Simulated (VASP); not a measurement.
CuO: single point with PBE

The system is CuO.

```
Cu O
1.0
    -1.81697    1.81697    2.02511
     1.81697   -1.81697    2.02511
     1.81697    1.81697   -2.02511
Cu O
1 1
Direct
  0.50000 0.50000 0.00000
  0.00000 0.00000 0.00000
```

| Item | Value |
| --- | --- |
| Program | VASP 6.6.1 |
| Task | single point |
| Functional | PBE |
| Potentials or basis | VASP PAW PBE potentials, release 64 (Cu, O) |
| Cutoff | 520 eV |
| k mesh | 6 × 6 × 6 |
| Occupations | gaussian, width 0.1 eV |
| Spin | collinear spin, ferromagnetic start |
| Starting moments | [1.0, 0.0] μB |

```json
{
 "Pressure": "-21.3 GPa",
 "Net moment": "0.00 μB per cell",
 "Valence electrons inside the program's atomic spheres": "Cu 9.61; O 4.83"
}
```

Stress tensor (GPa, compression positive):
```
-16.21   0.00   0.00
  0.00 -16.21   0.00
  0.00   0.00 -31.61
```

Levels at points of the mesh, in eV from the Fermi level:
Spin up:
```csv
k point,band 5,band 6,band 7,band 8,band 9,band 10,band 11,band 12,band 13,band 14
"(0.00, 0.00, 0.00)",-1.77,-1.44,-1.25,-1.06,-1.06,1.11,15.38,15.38,17.01,17.01
"(0.50, 0.00, 0.00)",-1.25,-1.16,-0.83,0.26,0.83,5.42,7.65,10.46,14.94,16.87
"(0.50, 0.50, 0.00)",-1.46,-1.31,-1.27,-1.14,-1.12,4.63,7.99,12.62,12.98,15.95
"(0.50, 0.50, 0.50)",-1.77,-1.31,-1.31,-1.21,-1.09,5.24,9.92,11.11,11.67,11.67
```
Spin down:
```
           k point  band 5  band 6  band 7  band 8  band 9  band 10  band 11  band 12  band 13  band 14
(0.00, 0.00, 0.00)   -1.77   -1.44   -1.25   -1.06   -1.06     1.11    15.38    15.38    17.01    17.01
(0.50, 0.00, 0.00)   -1.25   -1.16   -0.83    0.26    0.83     5.42     7.65    10.46    14.94    16.87
(0.50, 0.50, 0.00)   -1.46   -1.31   -1.27   -1.14   -1.12     4.63     7.99    12.62    12.98    15.95
(0.50, 0.50, 0.50)   -1.77   -1.31   -1.31   -1.21   -1.09     5.24     9.92    11.11    11.67    11.67
```

Run time: 30 s on 1 thread of Intel(R) Xeon(R) Platinum 8375C CPU @ 2.90GHz (Ice Lake), with other jobs on the host, peak memory 0.16 GiB.

Caveat: the k points lie up to 0.41 Å⁻¹ apart; semilocal functionals often make such compounds metallic where correlation or magnetic order opens a gap, which also shifts bond lengths. With open d or f shells a metallic result of PBE can be an artefact of self-interaction; +U or a hybrid may open a gap.
